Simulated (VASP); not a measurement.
Here is a VASP 6.6.1 calculation.

Contents of INCAR:

```
SYSTEM = BN
  ALGO = Normal
  EDIFF = 1E-6
  ENCUT = 520
  GGA = PS
  ISIF = 2
  ISMEAR = 0
  LASPH = .TRUE.
  LCHARG = .FALSE.
  LREAL = .FALSE.
  LWAVE = .FALSE.
  NBANDS = 11
  NELM = 100
  PREC = Accurate
  SIGMA = 0.05
```

The input KPOINTS:

```
k-points
0
G
  12 12 12
  0 0 0
```

POSCAR

```
BN
1.0
    0.0000000000      3.4953158300      2.1660912400
    1.2516321000      0.0000000000      2.1660912400
    1.2516321000      3.4953158300      0.0000000000
B N
1 1
Direct
    0.0519855204      0.0519855204      0.9480144796
    0.6666513400      0.6666513400      0.3333486600
```

Potentials or basis: VASP PAW PBE potentials, release 64 (B, N).

Launch:

```sh
$ cat potpaw_PBE.64/B/POTCAR potpaw_PBE.64/N/POTCAR > POTCAR
$ mpirun -np 1 vasp_std > vasp.out
```

Question: What does it give for the pressure?

Answer: 14.7 GPa.

Question: What does it give for the largest force?

Answer: 6.080 eV/Å.

Question: What does it give for the band gap on the k mesh?

Answer: 2.77 eV, indirect (least direct gap 3.56 eV).

Stress tensor (GPa, compression positive):
```
43.50  0.00  0.00
 0.00 -0.11  0.00
 0.00  0.00  0.75
```

Caveat: the cell differs from its parent crystal (all B atoms moved +0.225 Å, as atom 1 along Cartesian [0 0 1]); the PAW data sets were made with another functional, which shifts forces and pressure a little. A k mesh can miss the band edges.
